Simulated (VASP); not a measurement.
# C (Fd-3m) in VASP: notebook, part 2 of 2

VASP 6.6.1.

**3. Single point, HSE06**

Input file POSCAR:

```
C
1.0
    0.0000000000      1.7857368623      1.7857368623
    1.7857368623      0.0000000000      1.7857368623
    1.7857368623      1.7857368623      0.0000000000
C
2
Direct
    0.0000000000      0.0000000000      0.0000000000
    0.2500000000      0.2500000000      0.2500000000
```

Input file INCAR.step1:

```
SYSTEM = C
PREC = Accurate
ENCUT = 520
EDIFF = 1E-5
ISMEAR = 0
SIGMA = 0.02
LREAL = .FALSE.
LASPH = .TRUE.
NELM = 100
ALGO = Normal
ISIF = 2
LWAVE = .TRUE.
LCHARG = .FALSE.
NBANDS = 11
GGA = PE
```

Input file INCAR.step2:

```
SYSTEM = C
PREC = Accurate
ENCUT = 520
EDIFF = 1E-6
ISMEAR = 0
SIGMA = 0.02
LREAL = .FALSE.
LASPH = .TRUE.
NELM = 100
ALGO = Normal
ISIF = 2
LWAVE = .FALSE.
LCHARG = .FALSE.
GGA = PE
LHFCALC = .TRUE.
HFSCREEN = 0.2079
PRECFOCK = Normal
NBANDS = 11
ISTART = 1
```

Input file KPOINTS:

```
Automatic mesh
0
G
  8 8 8
  0 0 0
```

Potentials or basis: VASP PAW PBE potentials, release 64 (C).

On the command line:

```console
$ cat potpaw_PBE.64/C/POTCAR > POTCAR
$ cp INCAR.step1 INCAR
$ mpirun -np 1 vasp_std > vasp.out
$ cp INCAR.step2 INCAR
$ mpirun -np 1 vasp_std > vasp.out
```

OUTCAR:

```text
SYSTEM = C
   PREC = Accurate
   ENCUT = 520
   EDIFF = 1E-6
   ISMEAR = 0
   LREAL = .FALSE.
   LASPH = .TRUE.
   NELM = 100
   ISIF = 2
   GGA = PE
   LHFCALC = .TRUE.
   HFSCREEN = 0.2079
   PRECFOCK = Normal
   ISTART = 1

 ion  position               nearest neighbor table
   1  0.000  0.000  0.000-   2 1.55   2 1.55   2 1.55   2 1.55
   2  0.250  0.250  0.250-   1 1.55   1 1.55   1 1.55   1 1.55

  LATTYP: Found a face centered cubic cell.
 ALAT       =     3.5714737246

  Lattice vectors:

 A1 = (   0.0000000000,   1.7857368623,   1.7857368623)
 A2 = (   1.7857368623,   0.0000000000,   1.7857368623)
 A3 = (   1.7857368623,   1.7857368623,   0.0000000000)

Analysis of symmetry for initial positions (statically):
=====================================================================
 Subroutine PRICEL returns:
 Original cell was already a primitive cell.

 Routine SETGRP: Setting up the symmetry group for a
 face centered cubic supercell.

 Subroutine GETGRP returns: Found 48 space group operations
 (whereof 24 operations were pure point group operations)
 out of a pool of 48 trial point group operations.

The static configuration has the point symmetry T_d .
 The point group associated with its full space group is O_h .

Analysis of symmetry for dynamics (positions and initial velocities):
=====================================================================
 Subroutine PRICEL returns:
 Original cell was already a primitive cell.

 Routine SETGRP: Setting up the symmetry group for a
 face centered cubic supercell.

 Subroutine GETGRP returns: Found 48 space group operations
 (whereof 24 operations were pure point group operations)
 out of a pool of 48 trial point group operations.

The dynamic configuration has the point symmetry T_d .
 The point group associated with its full space group is O_h .

[... 129 lines left out ...]
   NKREDZ  =     1    reduce k-point grid by
   AEXX    =    0.2500 exact exchange contribution
   HFSCREEN=    0.2079 screening length (either q_TF or 0.3 A-1)
   HFSCREENC=   0.2079 screening length for correlation (either q_TF or 0.3 A-1)
   ENCUTFOCK=  -1.0 apply spherical cutoff to Coloumb kernel
   IVDW    =     0    specifies the selected vdW correction
   LEPSILON=     F    determine dielectric tensor
   LRPA    =     F    only Hartree local field effects (RPA)
 non-spin polarized calculation
 Gauss-broadening in eV      SIGMA  =   0.02
  energy-cutoff  :      520.00
  volume of cell :       11.39
 maximum number of plane-waves:       331
  NGX = 16; NGY = 16; NGZ = 16

 number of electron       7.9999999 magnetization

 Free energy of the ion-electron system (eV)
  ---------------------------------------------------
  ext. energy  EPLUGINS =         0.00000000
  ---------------------------------------------------
  free energy    TOTEN  =       -21.04636352 eV

  energy without entropy =      -21.04636352  energy(sigma->0) =      -21.04636352

 E-fermi :   9.1480     XC(G=0): -10.8081

 val. band max:        9.0559714981   @ k =   0.0000   0.0000   0.0000
 cond. band min:      14.3243154705   @ k =   0.3750   0.3750   0.0000
 fundamental gap:      5.2683439724
 Fermi energy:         9.1479728871

 k-point     1 :       0.0000    0.0000    0.0000
  band No.  band energies     occupation
      1     -14.4238      2.00000
      2       9.0560      2.00000
      3       9.0560      2.00000
      4       9.0560      2.00000
      5      16.0143      0.00000
      6      16.0143      0.00000
      7      16.0143      0.00000
      8      24.2209      0.00000
      9      29.8458      0.00000
     10      37.3071      0.00000
     11      37.3071      0.00000
[... 309 lines left out ...]
 k-point    24 :      -0.3750    0.2500    0.1250
  band No.  band energies     occupation
      1      -7.1267      2.00000
      2      -4.4334      2.00000
      3       2.1585      2.00000
      4       3.9759      2.00000
      5      18.7680      0.00000
      6      20.0660      0.00000
      7      24.0639      0.00000
      8      25.9651      0.00000
      9      29.0240      0.00000
     10      35.2455      0.00000
     11      37.3243      0.00000

 [... further k-points ...]

------------------------ aborting loop because EDIFF is reached ----------------------------------------

  FORCE on cell =-STRESS in cart. coord.  units (eV):
  Direction    XX          YY          ZZ          XY          YZ          ZX
  --------------------------------------------------------------------------------------
  -------------------------------------------------------------------------------------
  Total       -0.6448116     -0.6448116     -0.6448116      0.0000000      0.0000000     -0.0000000
  in kB      -90.7112303    -90.7112303    -90.7112303      0.0000000      0.0000000     -0.0000000
  external PRESSURE =     -90.7112303 kB  Pullay stress =       0.0000000 kB

 VOLUME and BASIS-vectors are now :
 -----------------------------------------------------------------------------
  energy-cutoff  :      520.00
  volume of cell :       11.39
      direct lattice vectors                 reciprocal lattice vectors
     0.000000000  1.785736862  1.785736862    -0.279996460  0.279996460  0.279996460
     1.785736862  0.000000000  1.785736862     0.279996460 -0.279996460  0.279996460
     1.785736862  1.785736862  0.000000000     0.279996460  0.279996460 -0.279996460

 POSITION                                       TOTAL-FORCE (eV/Angst)
 -----------------------------------------------------------------------------------
      0.00000      0.00000      0.00000        -0.000000      0.000000      0.000000
      0.89287      0.89287      0.89287         0.000000     -0.000000     -0.000000
 -----------------------------------------------------------------------------------
    total drift:                                0.000000     -0.000000      0.000000

  FREE ENERGIE OF THE ION-ELECTRON SYSTEM (eV)
  ---------------------------------------------------
  free  energy   TOTEN  =       -21.0463635219 eV

  energy  without entropy=      -21.0463635219  energy(sigma->0) =      -21.04636352
```

OSZICAR.step1:

```text
N       E                     dE             d eps       ncg     rms          rms(c)
DAV:   1    -0.459671544662E-01   -0.45967E-01   -0.49253E+03   654   0.727E+02
DAV:   2    -0.184861096434E+02   -0.18440E+02   -0.17958E+02   868   0.122E+02
DAV:   3    -0.188159029256E+02   -0.32979E+00   -0.32895E+00   728   0.124E+01
DAV:   4    -0.188164010570E+02   -0.49813E-03   -0.49812E-03   683   0.602E-01
DAV:   5    -0.188164016459E+02   -0.58891E-06   -0.58902E-06   719   0.196E-02    0.553E+00
DAV:   6    -0.183426149748E+02    0.47379E+00   -0.24791E-01   656   0.350E+00    0.330E+00
DAV:   7    -0.181831164573E+02    0.15950E+00   -0.30390E-01   677   0.392E+00    0.751E-01
DAV:   8    -0.181849196132E+02   -0.18032E-02   -0.84699E-03   653   0.685E-01    0.436E-02
DAV:   9    -0.181849609199E+02   -0.41307E-04   -0.62913E-05   739   0.637E-02    0.244E-02
DAV:  10    -0.181849813851E+02   -0.20465E-04   -0.15506E-05   677   0.345E-02    0.535E-03
DAV:  11    -0.181849814588E+02   -0.73674E-07   -0.24900E-07   319   0.457E-03
   1 F= -.18184981E+02 E0= -.18184981E+02  d E =-.233916E-69
```

It took 17 min on 1 thread of Intel Xeon 8259CL, shared host; peak memory 0.23 GiB.

What came out:

* Free energy: -21.0464 eV
* Pressure: -9.1 GPa
* Band gap on the k mesh: 5.27 eV (least direct gap 6.96 eV)

Levels at points of the mesh, in eV from the valence-band top:
```tsv
k point	band 1	band 2	band 3	band 4	band 5	band 6	band 7	band 8
(0.00, 0.00, 0.00)	-23.48	0.00	0.00	0.00	6.96	6.96	6.96	15.16
(0.50, 0.00, 0.00)	-17.29	-14.57	-3.05	-3.05	10.00	10.00	10.28	17.57
(0.50, 0.50, 0.00)	-14.04	-14.04	-6.85	-6.85	5.90	5.90	19.15	19.15
```

Caveat: the cell stands under tension; the PAW data sets were made with another functional, which shifts forces and pressure a little. A k mesh can miss the band edges.

**4. Single point, PBE0**

POSCAR is that of step 3.

Input file INCAR.step1:

```
PREC = Accurate
ENCUT = 520
EDIFF = 1E-5
ISMEAR = 0
SIGMA = 0.02
LREAL = False
LASPH = True
NELM = 80
ALGO = Normal
ISIF = 2
LWAVE = True
LCHARG = False
NBANDS = 11
GGA = PE
```

Input file INCAR.step2:

```
PREC = Accurate
ENCUT = 520
EDIFF = 1E-6
ISMEAR = 0
SIGMA = 0.02
LREAL = False
LASPH = True
NELM = 80
ALGO = Normal
ISIF = 2
LWAVE = False
LCHARG = False
GGA = PE
LHFCALC = True
AEXX = 0.25
PRECFOCK = Normal
NBANDS = 11
ISTART = 1
```

Input file KPOINTS:

```
Automatic mesh
0
Gamma
  8 8 8
```

On the command line:

```console
$ cat potpaw_PBE.64/C/POTCAR > POTCAR
$ cp INCAR.step1 INCAR
$ mpirun -np 1 vasp_std > vasp.out
$ cp INCAR.step2 INCAR
$ mpirun -np 1 vasp_std > vasp.out
```

Run time: 13 min. Hardware: 1 thread of Intel Xeon 8259CL, shared host; peak memory 0.13 GiB.

Results (log left out):

* Free energy: -22.1266 eV
* Pressure: -9.2 GPa
* Band gap on the k mesh: 6.03 eV (least direct gap 7.70 eV)

Levels at points of the mesh, in eV from the valence-band top:
```tsv
k point	band 2	band 3	band 4	band 5	band 6	band 7
(0.00, 0.00, 0.00)	0.00	0.00	0.00	7.70	7.70	7.70
(0.50, 0.00, 0.00)	-14.62	-3.08	-3.08	10.77	10.77	11.06
(0.50, 0.50, 0.00)	-14.09	-6.87	-6.87	6.67	6.67	19.94
```

Caveat: the cell stands under tension; the PAW data sets were made with another functional, which shifts forces and pressure a little. A k mesh can miss the band edges.

**5. Overview**

```tsv
level	k mesh	cutoff (eV)	grid for exact exchange (PRECFOCK)	share of exact exchange	screening parameter	gap on the mesh (eV)	pressure (GPa)
r2SCAN	12 × 12 × 12	660	-	-	-	4.33	-4.1
HSE06	8 × 8 × 8	520	Normal	0.25	0.2079 1/Å	5.27	-9.1
PBE0	8 × 8 × 8	520	Normal	0.25	-	6.03	-9.2
```

Alike in all rows: task single point; potentials or basis VASP PAW PBE potentials, release 64 (C); no spin polarisation; cell as given; smearing gaussian 0.02 eV.

On the cell as given the gap runs from 4.33 eV (r2SCAN) to 6.03 eV (PBE0); the meshes differ, which moves gaps too. The pressure there spans -9.2 GPa (PBE0) to -4.1 GPa (r2SCAN); a positive pressure means that this level wants a larger cell, a negative one a smaller.

Caveats: the cell stands under tension; the PAW data sets were made with another functional, which shifts forces and pressure a little.

Total energies depend on the potentials used, so only differences within one code and one set of settings carry meaning.
